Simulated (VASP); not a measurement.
This VASP 6.6.1 run on CdSe needs a look.

The input INCAR:

```
  ISMEAR = -5
  SIGMA = 0.03
  LWAVE = T
  LCHARG = F
  NBANDS = 32
  PREC = Accurate
  LASPH = T
  LREAL = F
  ALGO = Normal
  EDIFF = 1E-6
  NELM = 85
  GGA_COMPAT = F
  ENCUT = 320
  EFERMI = MIDGAP
  GGA = PE
```

The input KPOINTS:

```
Automatic mesh
0
Gamma
  1 1 1
  0 0 0
```

POSCAR

```
CdSe
1.0
    4.3000000000      0.0000000000      0.0000000000
   -2.1500000000      3.7239092363      0.0000000000
    0.0000000000      0.0000000000      7.0200000000
Cd Se
2 2
Direct
    0.6666666667      0.3333333333      0.5000000000
    0.3333333333      0.6666666667      0.0000000000
    0.6666666667      0.3333333333      0.8850000000
    0.3333333333      0.6666666667      0.3850000000
```

Potentials or basis: VASP PAW PBE potentials, release 64 (Cd, Se).

Launch:

```console
$ cat potpaw_PBE.64/Cd/POTCAR potpaw_PBE.64/Se/POTCAR > POTCAR
$ mpirun -np 1 vasp_std > vasp.out
```

OUTCAR:

```text
ISMEAR = -5
   PREC = Accurate
   LASPH = T
   LREAL = F
   EDIFF = 1E-6
   NELM = 85
   ENCUT = 320
   EFERMI = MIDGAP
   GGA = PE

|       ---->  I REFUSE TO CONTINUE WITH THIS SICK JOB ... BYE!!! <----       |
|                                                                             |
 -----------------------------------------------------------------------------
```

On the terminal:

```text
POSCAR found type information on POSCAR CdSe
 POSCAR found :  2 types and       4 ions
[... 17 lines left out ...]

1
```

How did it end, and where is the flaw?

The input was rejected before any iteration. The input holds a flaw that was put in on purpose: tetrahedra on too few k points (ISMEAR = -5; KPAR = left out; k = 1 × 1 × 1).
